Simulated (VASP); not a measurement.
MoH3, 4 atoms in the cell. It takes space group R-3m (No. 166, trigonal). The conventional cell has a = 2.748 Å, b = 2.748 Å, c = 14.170 Å, α = 90.00°, β = 90.00°, γ = 120.00°. H (site symmetry 3m) has 1 H at 1.05 Å within 1.4 Å. Within 1.4 Å of H (site symmetry -3m) lie 2 H at 1.05 Å. Within 2.7 Å of Mo (site symmetry -3m) lie 6 H at 2.06 Å. 

| Quantity | Value |
| --- | --- |
| Program | VASP 6.6.1 |
| Task | single point |
| Functional | PBE |
| Potentials or basis | VASP PAW PBE potentials, release 64 (H, Mo_sv) |
| Cutoff | 500 eV |
| k mesh | 5 × 5 × 5 |
| Occupations | gaussian, width 0.15 eV |
| Spin | no spin polarisation |
| Dipole correction | no |
| Further INCAR settings | ALGO = Normal; EDIFF = 1e-06; NBANDS = 16 |

Potentials or basis: VASP PAW PBE potentials, release 64 (H, Mo_sv).

Command:

```sh
$ cat potpaw_PBE.64/H/POTCAR potpaw_PBE.64/Mo_sv/POTCAR > POTCAR
$ mpirun -np 1 vasp_std > vasp.out
```

Hardware: 1 thread of Intel(R) Xeon(R) 6975P-C (Granite Rapids) (shared host).

Q: Estimate the wall time of this run.

A: Wall time 7.9 s on 1 thread of Intel(R) Xeon(R) 6975P-C (Granite Rapids), with other jobs on the host, peak memory 0.2 GiB. Counts: scf iterations 13, k points 19.
